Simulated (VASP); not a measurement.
# AgCl (Immm) in VASP: further runs

AgCl is run at these levels: PBE; tasks: single point.

All numbers are computed with VASP 6.6.1; they aren't measurements. Logs are shortened: lines on timing, memory, paths and dates and some standing lists are left out, and cuts for length are marked.

## 1. The cell of the first run

It takes space group Immm (No. 71, orthorhombic). The conventional cell has a = 3.863 Å, b = 3.981 Å, c = 5.546 Å, α = 90.00°, β = 90.00°, γ = 90.00°. Within 3.7 Å of Ag (site symmetry mmm) lie 6 Cl at 2.77 Å. Cl (site symmetry mmm) has 6 Ag at 2.77 Å within 3.7 Å.

## 2. Single point, PBE (strain -0.0300 x Voigt [0, 0, 0, 0, 1, 0])

INCAR reads:

```
SYSTEM = AgCl
  PREC = Accurate
  ENCUT = 520
  EDIFF = 1E-6
  ISMEAR = 0
  SIGMA = 0.05
  LREAL = .False.
  LASPH = .True.
  NELM = 80
  ALGO = Normal
  ISIF = 2
  LWAVE = .False.
  LCHARG = .True.
  GGA = PE
  LELF = .True.
  LVHAR = .True.
  NBANDS = 16
```

KPOINTS reads:

```
Automatic mesh
0
Gamma
  8 8 8
  0 0 0
```

POSCAR reads:

```
AgCl
1.0
   -0.0415972500      2.7731500000      2.7731500000
    2.7315527500      0.0000000000      2.7315527500
    2.7731500000      2.7731500000     -0.0415972500
Ag Cl
1 1
Direct
    0.5000000000      0.5000000000      0.5000000000
    0.0000000000      0.0000000000      0.0000000000
```

Potentials or basis: VASP PAW PBE potentials, release 64 (Ag, Cl).

Command:

```bash
> cat potpaw_PBE.64/Ag/POTCAR potpaw_PBE.64/Cl/POTCAR > POTCAR
> mpirun -np 1 vasp_std > vasp.out
```

OUTCAR:

```text
SYSTEM = AgCl
   PREC = Accurate
   ENCUT = 520
   EDIFF = 1E-6
   ISMEAR = 0
   LREAL = .False.
   LASPH = .True.
   NELM = 80
   ISIF = 2
   GGA = PE

 ion  position               nearest neighbor table
   1  0.500  0.500  0.500-   2 2.77   2 2.77   2 2.77   2 2.77   2 2.77   2 2.77
   2  0.000  0.000  0.000-   1 2.77   1 2.77   1 2.77   1 2.77   1 2.77   1 2.77

  LATTYP: Found a body centered orthorhombic cell.
 ALAT       =     3.8629989454
 B/A-ratio  =     1.0304568528
 C/A-ratio  =     1.4357498095

  Lattice vectors:

 A1 = (   2.7731500000,  -2.7731500000,  -0.0415972500)
 A2 = (  -2.7731500000,  -2.7731500000,   0.0415972500)
 A3 = (   0.0415972500,   2.7731500000,  -2.7731500000)

Analysis of symmetry for initial positions (statically):
=====================================================================
 Subroutine PRICEL returns:
 Original cell was already a primitive cell.

 Routine SETGRP: Setting up the symmetry group for a
 body centered orthorhombic supercell.

 Subroutine GETGRP returns: Found  8 space group operations
 (whereof  8 operations were pure point group operations)
 out of a pool of  8 trial point group operations.

The static configuration has the point symmetry D_2h.

Analysis of symmetry for dynamics (positions and initial velocities):
=====================================================================
 Subroutine PRICEL returns:
 Original cell was already a primitive cell.

 Routine SETGRP: Setting up the symmetry group for a
 body centered orthorhombic supercell.

 Subroutine GETGRP returns: Found  8 space group operations
 (whereof  8 operations were pure point group operations)
 out of a pool of  8 trial point group operations.

The dynamic configuration has the point symmetry D_2h.

 Subroutine INISYM returns: Found  8 space group operations
 (whereof  8 operations are pure point group operations),
 and found     1 'primitive' translations

----------------------------------------------------------------------------------------

                                     Primitive cell

  volume of cell :      42.6435

  direct lattice vectors                    reciprocal lattice vectors
    -0.041597250  2.773150000  2.773150000    -0.177635843  0.180300380  0.177635843
     2.731552750  0.000000000  2.731552750     0.183046072 -0.180300380  0.183046072
     2.773150000  2.773150000 -0.041597250     0.177635843  0.180300380 -0.177635843

  length of vectors
     3.922046937  3.862998945  3.922046937     0.309220330  0.315467836  0.309220330

  position of ions in fractional coordinates (direct lattice)
     0.500000000  0.500000000  0.500000000
     0.000000000  0.000000000  0.000000000

  ion indices of the primitive-cell ions
   primitive index   ion index
                 1           1
                 2           2

----------------------------------------------------------------------------------------

 KPOINTS: Automatic mesh

Automatic generation of k-mesh.
 Grid dimensions read from file:
 generate k-points for:    8    8    8

 Generating k-lattice:

  Cartesian coordinates                     Fractional coordinates (reciprocal lattice)
    -0.022204480  0.022537548  0.022204480     0.125000000  0.000000000 -0.000000000
     0.022880759 -0.022537548  0.022880759     0.000000000  0.125000000 -0.000000000
     0.022204480  0.022537548 -0.022204480     0.000000000  0.000000000  0.125000000

  Length of vectors
     0.038652541  0.039433480  0.038652541

  Shift w.r.t. Gamma in fractional coordinates (k-lattice)
     0.000000000  0.000000000  0.000000000

 Subroutine IBZKPT returns following result:
 ===========================================

 Found     95 irreducible k-points:

 Following reciprocal coordinates:
            Coordinates               Weight
  0.000000  0.000000  0.000000      1.000000
  0.125000  0.000000 -0.000000      4.000000
  0.250000  0.000000 -0.000000      4.000000
  0.375000  0.000000  0.000000      4.000000
  0.500000  0.000000 -0.000000      2.000000
  0.000000  0.125000 -0.000000      4.000000
[... 16 lines left out ...]
  0.125000  0.375000 -0.000000      8.000000
  0.250000  0.375000 -0.000000      8.000000
 [... further k-points ...]
   k-points           NKPTS =     95   k-points in BZ     NKDIM =     95   number of bands    NBANDS=     16
   number of dos      NEDOS =    301   number of ions     NIONS =      2
   total plane-waves  NPLWV =  27000
   dimension x,y,z NGX =    30 NGY =   30 NGZ =   30
   dimension x,y,z NGXF=    60 NGYF=   60 NGZF=   60
   ions per type =               1   1
   NGX,Y,Z   is equivalent  to a cutoff of  12.72, 12.91, 12.72 a.u.
   NGXF,Y,Z  is equivalent  to a cutoff of  25.43, 25.82, 25.43 a.u.
 SYSTEM =  AgCl
   PREC   = accura    normal or accurate (medium, high low for compatibility)
   ISTART =      0    job   : 0-new  1-cont  2-samecut
   ICHARG =      2    charge: 1-file 2-atom 10-const
   ISPIN  =      1    spin polarized calculation?
   LNONCOLLINEAR =      F non collinear calculations
   LSORBIT =      F    spin-orbit coupling
   LASPH  =      T    aspherical Exc in radial PAW
   ENCUT  =  520.0 eV  38.22 Ry    6.18 a.u.   7.29  7.18  7.29*2*pi/ulx,y,z
   NELM   =     80;   NELMIN=  2; NELMDL= -5     # of ELM steps
   EDIFF  = 0.1E-05   stopping-criterion for ELM
   LREAL  =      F    real-space projection
   EDIFFG = 0.1E-04   stopping-criterion for IOM
   NSW    =      0    number of steps for IOM
   IBRION =     -1    ionic relax: 0-MD 1-quasi-New 2-CG
   NFREE  =      0    steps in history (QN), initial steepest desc. (CG)
   ISIF   =      2    stress and relaxation
   ISYM   =      2    0-nonsym 1-usesym 2-fastsym
   POTIM  = 0.5000    time-step for ionic-motion
   TEBEG  =    0.0;   TEEND  =   0.0 temperature during run
   PSTRESS=    0.0 pullay stress
   NELECT =      18.0000    total number of electrons
   NUPDOWN=      -1.0000    fix difference up-down
   EMIN   =  10.00;   EMAX   =-10.00  energy-range for DOS
   EFERMI =   0.00;   METHOD = LEGACY
   ISMEAR =     0;   SIGMA  =   0.05  broadening in eV -4-tet -1-fermi 0-gaus
   EFERMI_NEDOS =   21; number of points for ismear=-14 and -15
   IALGO  =     38    algorithm
   IMIX   =      4    mixing-type and parameters
     AMIX     =   0.40;   BMIX     =  1.00
     AMIX_MAG =   1.60;   BMIX_MAG =  1.00
  volume/ion in A,a.u.               =      21.32       143.89
  Fermi-wavevector in a.u.,A,eV,Ry     =   1.228047  2.320672 20.518928  1.508099
  Thomas-Fermi vector in A             =   2.362987
   LORBIT       =      0    0 simple, 1 ext, 2 COOP (PROOUT), +10 PAW based schemes
   GGA     = PE    functional components
   LHFCALC =     F    Hartree Fock is set to
   AEXX    =    0.0000 exact exchange contribution
   IVDW    =     0    specifies the selected vdW correction
   LEPSILON=     F    determine dielectric tensor
   LRPA    =     F    only Hartree local field effects (RPA)
 non-spin polarized calculation
 Gauss-broadening in eV      SIGMA  =   0.05
  energy-cutoff  :      520.00
  volume of cell :       42.64
 maximum number of plane-waves:      1168
 NGX is ok and might be reduce to    30
   NGX = 15   NGY = 15   NGZ = 15

 number of electron      18.0000002 magnetization

 Free energy of the ion-electron system (eV)
  ---------------------------------------------------
  ext. energy  EPLUGINS =         0.00000000
  ---------------------------------------------------
  free energy    TOTEN  =        -5.39368770 eV

  energy without entropy =       -5.39368770  energy(sigma->0) =       -5.39368770

 E-fermi :   4.0913     XC(G=0):  -9.9671

 val. band max:        3.8450684708   @ k =   0.0000   0.5000  -0.0000
 cond. band min:       4.7256805264   @ k =   0.0000   0.0000   0.0000
 fundamental gap:      0.8806120556
 Fermi energy:         4.0912768925

 k-point     1 :       0.0000    0.0000    0.0000
  band No.  band energies     occupation
      1     -11.3287      2.00000
      2       1.3566      2.00000
      3       1.3692      2.00000
      4       1.4018      2.00000
      5       1.4216      2.00000
      6       1.4271      2.00000
[... 8 lines left out ...]
     15      17.0343      0.00000
     16      17.1740      0.00000

 k-point     2 :       0.1250    0.0000   -0.0000
  band No.  band energies     occupation
      1     -11.2706      2.00000
      2       0.6331      2.00000
      3       0.7162      2.00000
      4       0.7778      2.00000
      5       1.4307      2.00000
      6       1.4523      2.00000
[... 8 lines left out ...]
     15      15.9937      0.00000
     16      16.6573      0.00000

 k-point     3 :       0.2500    0.0000   -0.0000
  band No.  band energies     occupation
      1     -11.1244      2.00000
      2      -0.3853      2.00000
      3       0.1453      2.00000
      4       0.2181      2.00000
      5       1.5480      2.00000
      6       1.5727      2.00000
[... 8 lines left out ...]
     15      16.2536      0.00000
     16      16.5403      0.00000

 k-point     4 :       0.3750    0.0000    0.0000
  band No.  band energies     occupation
      1     -10.9692      2.00000
      2      -1.1532      2.00000
      3      -0.2163      2.00000
      4      -0.1388      2.00000
      5       1.6683      2.00000
      6       1.6978      2.00000
[... 8 lines left out ...]
     15      16.9058      0.00000
     16      17.0968      0.00000
[... 324 lines left out ...]
 k-point    22 :       0.0000    0.3750    0.0000
  band No.  band energies     occupation
      1     -10.9455      2.00000
      2      -1.1161      2.00000
      3      -0.2770      2.00000
      4      -0.2057      2.00000
      5       1.6822      2.00000
      6       1.7051      2.00000
[... 8 lines left out ...]
     15      16.8357      0.00000
     16      17.1176      0.00000

 k-point    23 :       0.1250    0.3750   -0.0000
  band No.  band energies     occupation
      1     -10.9741      2.00000
      2      -0.9038      2.00000
      3      -0.1498      2.00000
      4       0.0351      2.00000
      5       1.5360      2.00000
      6       1.7214      2.00000
[... 8 lines left out ...]
     15      17.5789      0.00000
     16      17.7754      0.00000

 k-point    24 :       0.2500    0.3750   -0.0000
  band No.  band energies     occupation
      1     -10.9653      2.00000
      2      -0.8017      2.00000
      3       0.3106      2.00000
      4       0.4218      2.00000
      5       1.3135      2.00000
      6       1.7170      2.00000
[... 8 lines left out ...]
     15      18.4701      0.00000
     16      19.4491      0.00000

 [... further k-points ...]
[... 5 lines left out ...]
  --------------------------------------------------------------------------------------
  -------------------------------------------------------------------------------------
  Total        0.3902800      0.3877632      0.3902800      0.0000000      0.0000000      0.0430448
  in kB       14.6633935     14.5688333     14.6633935      0.0000000      0.0000000      1.6172561
  external PRESSURE =      14.6318734 kB  Pullay stress =       0.0000000 kB

 VOLUME and BASIS-vectors are now :
 -----------------------------------------------------------------------------
  energy-cutoff  :      520.00
  volume of cell :       42.64
      direct lattice vectors                 reciprocal lattice vectors
    -0.041597250  2.773150000  2.773150000    -0.177635843  0.180300380  0.177635843
     2.731552750  0.000000000  2.731552750     0.183046072 -0.180300380  0.183046072
     2.773150000  2.773150000 -0.041597250     0.177635843  0.180300380 -0.177635843

 POSITION                                       TOTAL-FORCE (eV/Angst)
 -----------------------------------------------------------------------------------
      2.73155      2.77315      2.73155        -0.000000      0.000000      0.000000
      0.00000      0.00000      0.00000         0.000000      0.000000     -0.000000
 -----------------------------------------------------------------------------------
    total drift:                                0.000000      0.000000      0.000000

  FREE ENERGIE OF THE ION-ELECTRON SYSTEM (eV)
  ---------------------------------------------------
  free  energy   TOTEN  =        -5.3936876953 eV

  energy  without entropy=       -5.3936876953  energy(sigma->0) =       -5.39368770
```

Wall time 74 s (1 thread of Intel Xeon Platinum 8259CL at 2.50GHz (Skylake/Cascade Lake), shared host); peak memory 0.21 GiB.

Results:

* Free energy: -5.3937 eV
* Pressure: 1.5 GPa
* Band gap on the k mesh: 0.88 eV, indirect (least direct gap 3.15 eV)

Caveat: the cell differs from its parent crystal (strain -0.0300 x Voigt [0, 0, 0, 0, 1, 0]). A k mesh can miss the band edges.

## 3. Single point, PBE (strain +0.0150 x Voigt [0, 0, 0, 0, 1, 0])

INCAR reads:

```
ALGO = Normal
EDIFF = 1E-6
ENCUT = 520
GGA = PE
ISIF = 2
ISMEAR = 0
LASPH = T
LCHARG = F
LREAL = F
LWAVE = F
NBANDS = 16
NELM = 60
PREC = Accurate
SIGMA = 0.05
```

KPOINTS reads:

```
k-points
0
Gamma
  8 8 8
```

POSCAR reads:

```
AgCl
1.0
    0.0207986250      2.7731500000      2.7731500000
    2.7939486250      0.0000000000      2.7939486250
    2.7731500000      2.7731500000      0.0207986250
Ag Cl
1 1
Direct
    0.5000000000      0.5000000000      0.5000000000
    0.0000000000      0.0000000000      0.0000000000
```

Potentials or basis: VASP PAW PBE potentials, release 64 (Ag, Cl).

Command:

```bash
> cat potpaw_PBE.64/Ag/POTCAR potpaw_PBE.64/Cl/POTCAR > POTCAR
> mpirun -np 1 vasp_std > vasp.out
```

It took 62 s on 1 thread of Intel Xeon Platinum 8259CL at 2.50GHz (Skylake/Cascade Lake), shared host; peak memory 0.21 GiB.

The run converged. Its results:

```
Free energy            : -5.3942 eV
Pressure               : 1.5 GPa
Band gap on the k mesh : 0.90 eV, indirect (least direct gap 3.17 eV)
```

Stress tensor (GPa, compression positive):
```
 1.47  0.00 -0.08
 0.00  1.47  0.00
-0.08  0.00  1.47
```

Levels at points of the mesh, in eV from the valence-band top:
```csv
k point,band 7,band 8,band 9,band 10,band 11,band 12
"(0.00, 0.00, 0.00)",-2.37,-2.34,-2.30,0.90,10.75,10.84
"(0.50, 0.00, 0.00)",-1.76,-0.02,0.00,4.20,6.55,7.57
"(0.00, 0.50, 0.00)",-1.78,-0.03,-0.01,4.26,6.49,7.67
"(0.50, 0.50, 0.00)",-1.97,-1.97,-1.88,2.37,8.01,8.62
"(0.50, 0.00, 0.50)",-1.97,-1.97,-1.88,2.37,8.01,8.62
```

Caveat: the cell differs from its parent crystal (strain +0.0150 x Voigt [0, 0, 0, 0, 1, 0]). A k mesh can miss the band edges.

## 4. Single point, PBE (strain +0.0525 x Voigt [0, 0, 0, 0, 1, 0])

INCAR reads:

```
  PREC = Accurate
  ENCUT = 520
  EDIFF = 1E-6
  ISMEAR = 0
  SIGMA = 0.05
  LREAL = False
  LASPH = True
  NELM = 100
  ALGO = Normal
  ISIF = 2
  LWAVE = False
  LCHARG = False
  GGA = PE
  NBANDS = 16
```

KPOINTS reads:

```
Automatic mesh
0
Gamma
  8 8 8
```

POSCAR reads:

```
AgCl
1.0
    0.0727951875      2.7731500000      2.7731500000
    2.8459451875      0.0000000000      2.8459451875
    2.7731500000      2.7731500000      0.0727951875
Ag Cl
1 1
Direct
    0.5000000000      0.5000000000      0.5000000000
    0.0000000000      0.0000000000      0.0000000000
```

Command:

```bash
> cat potpaw_PBE.64/Ag/POTCAR potpaw_PBE.64/Cl/POTCAR > POTCAR
> mpirun -np 1 vasp_std > vasp.out
```

Run time: 64 s. Hardware: 1 thread of Intel Xeon Platinum 8259CL at 2.50GHz (Skylake/Cascade Lake), shared host; peak memory 0.21 GiB.

It converged, with:

```
Free energy            : -5.3922 eV
Pressure               : 1.5 GPa
Band gap on the k mesh : 0.86 eV, indirect (least direct gap 3.10 eV)
```

Stress tensor (GPa, compression positive):
```
 1.46  0.00 -0.29
 0.00  1.43  0.00
-0.29  0.00  1.46
```

Levels at points of the mesh, in eV from the valence-band top:
| k point | band 6 | band 7 | band 8 | band 9 | band 10 | band 11 | band 12 | band 13 |
| --- | --- | --- | --- | --- | --- | --- | --- | --- |
| (0.00, 0.00, 0.00) | -2.44 | -2.43 | -2.37 | -2.24 | 0.86 | 10.51 | 10.80 | 11.14 |
| (0.50, 0.00, 0.00) | -2.09 | -1.76 | -0.05 | 0.00 | 4.11 | 6.60 | 7.33 | 7.62 |
| (0.00, 0.50, 0.00) | -2.11 | -1.84 | -0.09 | -0.04 | 4.29 | 6.37 | 7.66 | 7.98 |
| (0.50, 0.50, 0.00) | -2.26 | -2.00 | -2.00 | -1.92 | 2.36 | 7.98 | 8.54 | 11.47 |
| (0.50, 0.00, 0.50) | -2.25 | -2.00 | -2.00 | -1.92 | 2.32 | 8.00 | 8.59 | 11.24 |

Caveat: the cell differs from its parent crystal (strain +0.0525 x Voigt [0, 0, 0, 0, 1, 0]).

[end of part 1 of 2]
